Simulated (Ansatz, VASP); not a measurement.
AlN: VASP beside Ansatz

```xyz
4
Lattice="1.9546 -1.9548 0.0000 1.9546 1.9548 0.0000 -0.5005 0.0000 9.5758" Properties=species:S:1:pos:R:3 pbc="T T T"
Al    2.4305    0.0000    8.5666
Al    0.9781    0.0000    1.0091
N     0.4759    0.0000    8.4780
N     2.9327    0.0000    1.0977
```

Change from the starting cell: the structure that the rattled cell fell into.

Alike in both runs: task relaxation of cell and atoms; functional PBE; k mesh 8 × 8 × 4; occupations gaussian, width 0.02 eV; no spin polarisation.

|  | VASP | Ansatz |
| --- | --- | --- |
| version | VASP 6.6.1 | Ansatz 0.2.0 |
| potentials or method | VASP PAW PBE potentials, release 64 (Al, N), cutoff 600 eV | scalar-relativistic, plane waves, PAW |
| valence electrons in the cell | 16 | 16 |

|  | VASP | Ansatz | Ansatz less VASP |
| --- | --- | --- | --- |
| gap on the k mesh at the Fermi level, each at its own relaxed structure (eV) | 2.92 | 2.91 | -0.003 |
| relaxed volume (Å³/atom) | 18.25 | 18.29 | +0.037 |
| relaxed cell length with the largest relative difference (Å) | 9.582 | 9.590 | +0.0079 |
